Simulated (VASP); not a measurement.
# Hf (P6_3/mmc) in VASP: a series of runs

Runs on Hf. Level: PBE. Tasks: single point.

Program: VASP 6.6.1. These are calculated values, not measurements. Logs are shortened: lines on timing, memory, paths and dates and some standing lists are left out, and cuts for length are marked.

### Step 1. The cell of the first run

The structure is hexagonal, space group P6_3/mmc (No. 194). Conventional cell: a = 3.197 Å, b = 3.197 Å, c = 5.058 Å, α = 90.00°, β = 90.00°, γ = 120.00°. Hf (site symmetry -6m2) has 12 Hf at 3.13 to 3.20 Å within 4.1 Å.

### Step 2. Single point, PBE

The input, INCAR:

```
ALGO = Normal ; EDIFF = 1E-7
ENCUT = 520 ; GGA = PE
ISIF = 2 ; ISMEAR = -1
LASPH = True ; LCHARG = False
LREAL = False ; LWAVE = False
NBANDS = 17 ; NELM = 80
PREC = Accurate ; SIGMA = 0.05
```

The input, KPOINTS:

```
k-points
0
Gamma
  13 13 7
```

The input, POSCAR:

```
Hf
1.0
    3.1966985242      0.0000000000      0.0000000000
   -1.5983492621      2.7684221302      0.0000000000
    0.0000000000      0.0000000000      5.0578000000
Hf
2
Direct
    0.3333333333      0.6666666667      0.2500000000
    0.6666666667      0.3333333333      0.7500000000
```

Potentials or basis: VASP PAW PBE potentials, release 64 (Hf_pv).

Command:

```console
cat potpaw_PBE.64/Hf_pv/POTCAR > POTCAR
mpirun -np 1 vasp_std > vasp.out
```

OUTCAR:

```text
EDIFF = 1E-7
   ENCUT = 520
   GGA = PE
   ISIF = 2
   ISMEAR = -1
   LASPH = True
   LREAL = False
   NELM = 80
   PREC = Accurate

 ion  position               nearest neighbor table
   1  0.333  0.667  0.250-   2 3.13   2 3.13   2 3.13   2 3.13   2 3.13   2 3.13
   2  0.667  0.333  0.750-   1 3.13   1 3.13   1 3.13   1 3.13   1 3.13   1 3.13

  LATTYP: Found a hexagonal cell.
 ALAT       =     3.1966985242
 C/A-ratio  =     1.5821948681

  Lattice vectors:

 A1 = (   3.1966985242,   0.0000000000,   0.0000000000)
 A2 = (  -1.5983492621,   2.7684221302,   0.0000000000)
 A3 = (   0.0000000000,   0.0000000000,   5.0578000000)

Analysis of symmetry for initial positions (statically):
=====================================================================
 Subroutine PRICEL returns:
 Original cell was already a primitive cell.

 Routine SETGRP: Setting up the symmetry group for a
 hexagonal supercell.

 Subroutine GETGRP returns: Found 24 space group operations
 (whereof 12 operations were pure point group operations)
 out of a pool of 24 trial point group operations.

The static configuration has the point symmetry D_3d.
 The point group associated with its full space group is D_6h.

Analysis of symmetry for dynamics (positions and initial velocities):
=====================================================================
 Subroutine PRICEL returns:
 Original cell was already a primitive cell.

 Routine SETGRP: Setting up the symmetry group for a
 hexagonal supercell.

 Subroutine GETGRP returns: Found 24 space group operations
 (whereof 12 operations were pure point group operations)
 out of a pool of 24 trial point group operations.

The dynamic configuration has the point symmetry D_3d.
 The point group associated with its full space group is D_6h.

 Subroutine INISYM returns: Found 24 space group operations
 (whereof 12 operations are pure point group operations),
 and found     1 'primitive' translations

----------------------------------------------------------------------------------------

                                     Primitive cell

  volume of cell :      44.7606

  direct lattice vectors                    reciprocal lattice vectors
     3.196698524  0.000000000  0.000000000     0.312822743  0.180608295  0.000000000
    -1.598349262  2.768422130  0.000000000     0.000000000  0.361216589  0.000000000
     0.000000000  0.000000000  5.057800000     0.000000000  0.000000000  0.197714421

  length of vectors
     3.196698524  3.196698524  5.057800000     0.361216589  0.361216589  0.197714421

  position of ions in fractional coordinates (direct lattice)
     0.333333333  0.666666667  0.250000000
     0.666666667  0.333333333  0.750000000

  ion indices of the primitive-cell ions
   primitive index   ion index
                 1           1
                 2           2

----------------------------------------------------------------------------------------

 KPOINTS: k-points

Automatic generation of k-mesh.
 Grid dimensions read from file:
 generate k-points for:   13   13    7

 Generating k-lattice:

  Cartesian coordinates                     Fractional coordinates (reciprocal lattice)
     0.024063288  0.013892946  0.000000000     0.076923077  0.000000000  0.000000000
     0.000000000  0.027785891  0.000000000     0.000000000  0.076923077  0.000000000
     0.000000000  0.000000000  0.028244917     0.000000000  0.000000000  0.142857143

  Length of vectors
     0.027785891  0.027785891  0.028244917

  Shift w.r.t. Gamma in fractional coordinates (k-lattice)
     0.000000000  0.000000000  0.000000000

 Subroutine IBZKPT returns following result:
 ===========================================

 Found     84 irreducible k-points:

 Following reciprocal coordinates:
            Coordinates               Weight
  0.000000  0.000000  0.000000      1.000000
  0.076923 -0.000000  0.000000      6.000000
  0.153846  0.000000  0.000000      6.000000
  0.230769  0.000000  0.000000      6.000000
  0.307692  0.000000  0.000000      6.000000
  0.384615  0.000000  0.000000      6.000000
[... 16 lines left out ...]
  0.076923 -0.000000  0.142857     12.000000
  0.153846  0.000000  0.142857     12.000000
 [... further k-points ...]
   k-points           NKPTS =     84   k-points in BZ     NKDIM =     84   number of bands    NBANDS=     17
   number of dos      NEDOS =    301   number of ions     NIONS =      2
   total plane-waves  NPLWV =  23040
   dimension x,y,z NGX =    24 NGY =   24 NGZ =   40
   dimension x,y,z NGXF=    48 NGYF=   48 NGZF=   80
   ions per type =               2
   NGX,Y,Z   is equivalent  to a cutoff of  12.48, 12.48, 13.15 a.u.
   NGXF,Y,Z  is equivalent  to a cutoff of  24.96, 24.96, 26.30 a.u.
 SYSTEM =  unknown system
   PREC   = accura    normal or accurate (medium, high low for compatibility)
   ISTART =      0    job   : 0-new  1-cont  2-samecut
   ICHARG =      2    charge: 1-file 2-atom 10-const
   ISPIN  =      1    spin polarized calculation?
   LNONCOLLINEAR =      F non collinear calculations
   LSORBIT =      F    spin-orbit coupling
   LASPH  =      T    aspherical Exc in radial PAW
   ENCUT  =  520.0 eV  38.22 Ry    6.18 a.u.   5.94  5.94  9.40*2*pi/ulx,y,z
   NELM   =     80;   NELMIN=  2; NELMDL= -5     # of ELM steps
   EDIFF  = 0.1E-06   stopping-criterion for ELM
   LREAL  =      F    real-space projection
   EDIFFG = 0.1E-05   stopping-criterion for IOM
   NSW    =      0    number of steps for IOM
   IBRION =     -1    ionic relax: 0-MD 1-quasi-New 2-CG
   NFREE  =      0    steps in history (QN), initial steepest desc. (CG)
   ISIF   =      2    stress and relaxation
   ISYM   =      2    0-nonsym 1-usesym 2-fastsym
   POTIM  = 0.5000    time-step for ionic-motion
   TEBEG  =    0.0;   TEEND  =   0.0 temperature during run
   PSTRESS=    0.0 pullay stress
   NELECT =      20.0000    total number of electrons
   NUPDOWN=      -1.0000    fix difference up-down
   EMIN   =  10.00;   EMAX   =-10.00  energy-range for DOS
   EFERMI =   0.00;   METHOD = LEGACY
   ISMEAR =    -1;   SIGMA  =   0.05  broadening in eV -4-tet -1-fermi 0-gaus
   EFERMI_NEDOS =   21; number of points for ismear=-14 and -15
   IALGO  =     38    algorithm
   IMIX   =      4    mixing-type and parameters
     AMIX     =   0.40;   BMIX     =  1.00
     AMIX_MAG =   1.60;   BMIX_MAG =  1.00
  volume/ion in A,a.u.               =      22.38       151.03
  Fermi-wavevector in a.u.,A,eV,Ry     =   1.251564  2.365112 21.312324  1.566412
  Thomas-Fermi vector in A             =   2.385505
   LORBIT       =      0    0 simple, 1 ext, 2 COOP (PROOUT), +10 PAW based schemes
   GGA     = PE    functional components
   LHFCALC =     F    Hartree Fock is set to
   AEXX    =    0.0000 exact exchange contribution
   IVDW    =     0    specifies the selected vdW correction
   LEPSILON=     F    determine dielectric tensor
   LRPA    =     F    only Hartree local field effects (RPA)
 non-spin polarized calculation
  energy-cutoff  :      520.00
  volume of cell :       44.76
 maximum number of plane-waves:      1221
 NGX is ok and might be reduce to    24
   NGX = 11   NGY = 11   NGZ = 19

 number of electron      20.0000004 magnetization

 Free energy of the ion-electron system (eV)
  ---------------------------------------------------
  ext. energy  EPLUGINS =         0.00000000
  ---------------------------------------------------
  free energy    TOTEN  =       -19.85583607 eV

  energy without entropy =      -19.84285857  energy(sigma->0) =      -19.84934732

 E-fermi :   4.9172     XC(G=0): -11.2815

 val. band max:        4.9160126035   @ k =   0.0769   0.0769   0.0000
 cond. band min:       4.9249804152   @ k =   0.0000   0.0000   0.2857
 fundamental gap:      0.0089678118
 Fermi energy:         4.9172160885

 k-point     1 :       0.0000    0.0000    0.0000
  band No.  band energies     occupation
      1     -26.1601      2.00000
      2     -25.4175      2.00000
      3     -25.4175      2.00000
      4     -25.2945      2.00000
      5     -25.2900      2.00000
      6     -25.2900      2.00000
[... 9 lines left out ...]
     16       7.5531      0.00000
     17      10.2472      0.00000

 k-point     2 :       0.0769   -0.0000    0.0000
  band No.  band energies     occupation
      1     -26.1448      2.00000
      2     -25.4501      2.00000
      3     -25.4285      2.00000
      4     -25.3244      2.00000
      5     -25.3016      2.00000
      6     -25.2943      2.00000
[... 9 lines left out ...]
     16       7.3827      0.00000
     17      10.3860      0.00000

 k-point     3 :       0.1538    0.0000    0.0000
  band No.  band energies     occupation
      1     -26.1007      2.00000
      2     -25.5405      2.00000
      3     -25.4580      2.00000
      4     -25.4177      2.00000
      5     -25.3228      2.00000
      6     -25.3072      2.00000
[... 9 lines left out ...]
     16       7.5460      0.00000
     17      10.6836      0.00000

 k-point     4 :       0.2308    0.0000    0.0000
  band No.  band energies     occupation
      1     -26.0329      2.00000
      2     -25.6680      2.00000
      3     -25.5443      2.00000
      4     -25.4979      2.00000
      5     -25.3581      2.00000
      6     -25.3266      2.00000
[... 9 lines left out ...]
     16       8.2879      0.00000
     17      10.9768      0.00000
[... 343 lines left out ...]
      1     -26.1200      2.00000
      2     -25.4113      2.00000
      3     -25.4113      2.00000
      4     -25.3405      2.00000
      5     -25.2963      2.00000
      6     -25.2963      2.00000
[... 9 lines left out ...]
     16       7.8548      0.00000
     17      10.3226      0.00000

 k-point    23 :       0.0769   -0.0000    0.1429
  band No.  band energies     occupation
      1     -26.1067      2.00000
      2     -25.4429      2.00000
      3     -25.4219      2.00000
      4     -25.3676      2.00000
      5     -25.3091      2.00000
      6     -25.3010      2.00000
[... 9 lines left out ...]
     16       7.7486      0.00000
     17      10.4574      0.00000

 k-point    24 :       0.1538    0.0000    0.1429
  band No.  band energies     occupation
      1     -26.0690      2.00000
      2     -25.5304      2.00000
      3     -25.4540      2.00000
      4     -25.4506      2.00000
      5     -25.3322      2.00000
      6     -25.3147      2.00000
[... 9 lines left out ...]
     16       7.7295      0.00000
     17      10.6707      0.00000

 [... further k-points ...]

------------------------ aborting loop because EDIFF is reached ----------------------------------------

  FORCE on cell =-STRESS in cart. coord.  units (eV):
  Direction    XX          YY          ZZ          XY          YZ          ZX
  --------------------------------------------------------------------------------------
  -------------------------------------------------------------------------------------
  Total        0.1173446      0.1173446      0.0552669      0.0000000      0.0000000     -0.0000000
  in kB        4.2002774      4.2002774      1.9782448      0.0000000      0.0000000     -0.0000000
  external PRESSURE =       3.4595999 kB  Pullay stress =       0.0000000 kB

 VOLUME and BASIS-vectors are now :
 -----------------------------------------------------------------------------
  energy-cutoff  :      520.00
  volume of cell :       44.76
      direct lattice vectors                 reciprocal lattice vectors
     3.196698524  0.000000000  0.000000000     0.312822743  0.180608295  0.000000000
    -1.598349262  2.768422130  0.000000000     0.000000000  0.361216589  0.000000000
     0.000000000  0.000000000  5.057800000     0.000000000  0.000000000  0.197714421

 POSITION                                       TOTAL-FORCE (eV/Angst)
 -----------------------------------------------------------------------------------
     -0.00000      1.84561      1.26445         0.000000      0.000000      0.000000
      1.59835      0.92281      3.79335        -0.000000     -0.000000      0.000000
 -----------------------------------------------------------------------------------
    total drift:                               -0.000000      0.000000     -0.000000

  FREE ENERGIE OF THE ION-ELECTRON SYSTEM (eV)
  ---------------------------------------------------
  free  energy   TOTEN  =       -19.8558360717 eV

  energy  without entropy=      -19.8428585705  energy(sigma->0) =      -19.84934732
```

It took 17 s on 1 thread of Intel Xeon 6975P-C (Granite Rapids), shared host; peak memory 0.19 GiB.

What came out:

- Free energy: -19.8558 eV
- Pressure: 0.3 GPa
- Band gap on the k mesh: zero (band 10 reaches 6.10 eV, above the bottom of band 11 at 4.52 eV)

Stress tensor (GPa, compression positive):
```
0.42 0.00 0.00
0.00 0.42 0.00
0.00 0.00 0.20
```

Caveat: spin-orbit coupling is left out, which moves the levels of the heavy elements.

### Step 3. Single point, PBE (volume scaled by 1.03)

The input, INCAR:

```
SYSTEM = Hf
  PREC = Accurate
  ENCUT = 520
  EDIFF = 1E-7
  ISMEAR = -1
  SIGMA = 0.05
  LREAL = .FALSE.
  LASPH = .TRUE.
  NELM = 60
  ALGO = Normal
  ISIF = 2
  LWAVE = .FALSE.
  LCHARG = .TRUE.
  GGA = PE
  LELF = .TRUE.
  LVHAR = .TRUE.
  NBANDS = 17
```

The input, KPOINTS:

```
regular mesh
0
G
  13 13 7
  0 0 0
```

The input, POSCAR:

```
Hf
1.0
    3.2283510632      0.0000000000      0.0000000000
   -1.6141755316      2.7958340330      0.0000000000
    0.0000000000      0.0000000000      5.1078804847
Hf
2
Direct
    0.3333333333      0.6666666667      0.2500000000
    0.6666666667      0.3333333333      0.7500000000
```

Potentials or basis: VASP PAW PBE potentials, release 64 (Hf_pv).

Command:

```console
cat potpaw_PBE.64/Hf_pv/POTCAR > POTCAR
mpirun -np 1 vasp_std > vasp.out
```

Wall time 17 s (1 thread of Intel Xeon 6975P-C (Granite Rapids), shared host); peak memory 0.19 GiB.

Results (log left out):

```
Free energy            : -19.8457 eV
Pressure               : -2.7 GPa
Band gap on the k mesh : zero (band 10 reaches 5.88 eV, above the bottom of band 11 at 4.31 eV)
```

Stress tensor (GPa, compression positive):
```
-2.64  0.00  0.00
 0.00 -2.64  0.00
 0.00  0.00 -2.98
```

Levels at points of the mesh, in eV from the Fermi level:
```tsv
k point	band 7	band 8	band 9	band 10	band 11	band 12	band 13	band 14
(0.00, 0.00, 0.00)	-7.28	-3.62	0.54	1.17	1.17	1.44	1.96	1.96
```

Caveat: spin-orbit coupling is left out, which moves the levels of the heavy elements.

### Step 4. Single point, PBE (volume scaled by 1.06)

The input, INCAR:

```
PREC     = Accurate       # precision mode
ENCUT    = 520            # plane-wave cutoff, eV
EDIFF    = 1E-6           # SCF threshold, eV
ISMEAR   = -1             # smearing method
SIGMA    = 0.05           # smearing width, eV
LREAL    = F              # projectors in reciprocal space
LASPH    = T              # aspherical terms in the spheres
NELM     = 100            # most SCF steps
ALGO     = Normal         # electronic algorithm
ISIF     = 2              # what is computed and relaxed
LWAVE    = F              # write WAVECAR
LCHARG   = F              # write CHGCAR
GGA      = PE             # functional
NBANDS   = 17             # bands
```

The input, KPOINTS:

```
regular mesh
0
Gamma
  13 13 7
```

The input, POSCAR:

```
Hf
1.0
    3.2593948047      0.0000000000      0.0000000000
   -1.6296974024      2.8227187018      0.0000000000
    0.0000000000      0.0000000000      5.1569977332
Hf
2
Direct
    0.3333333333      0.6666666667      0.2500000000
    0.6666666667      0.3333333333      0.7500000000
```

Command:

```console
cat potpaw_PBE.64/Hf_pv/POTCAR > POTCAR
mpirun -np 1 vasp_std > vasp.out
```

Wall time 15 s (1 thread of Intel Xeon 6975P-C (Granite Rapids), shared host); peak memory 0.19 GiB.

It converged, with:

- Free energy: -19.8112 eV
- Pressure: -5.5 GPa
- Band gap on the k mesh: zero (band 10 reaches 5.68 eV, above the bottom of band 11 at 4.11 eV)

Stress tensor (GPa, compression positive):
```
-5.32  0.00  0.00
 0.00 -5.32  0.00
 0.00  0.00 -5.73
```

Levels at points of the mesh, in eV from the Fermi level:
```csv
k point,band 6,band 7,band 8,band 9,band 10,band 11,band 12,band 13,band 14,band 15
"(0.00, 0.00, 0.00)",-30.42,-7.18,-3.53,0.46,1.16,1.16,1.42,1.92,1.92,2.51
```

Caveat: spin-orbit coupling is left out, which moves the levels of the heavy elements.

### Step 5. Overview

```tsv
cell	gap on the mesh (eV)	pressure (GPa)
a = 3.197, b = 3.197, c = 5.058 Å, angles 90.0, 90.0, 120.0°, 2 atoms	none	0.3
a = 3.228, b = 3.228, c = 5.108 Å, angles 90.0, 90.0, 120.0°, 2 atoms	none	-2.7
a = 3.259, b = 3.259, c = 5.157 Å, angles 90.0, 90.0, 120.0°, 2 atoms	none	-5.5
```

Alike in all rows: task single point; level PBE; potentials or basis VASP PAW PBE potentials, release 64 (Hf_pv); no spin polarisation; k mesh 13 × 13 × 7; cutoff (eV) 520; smearing fermi-dirac 0.05 eV.

Caveats: spin-orbit coupling is left out, which moves the levels of the heavy elements.

Absolute energies hang on the potentials; compare differences alone.
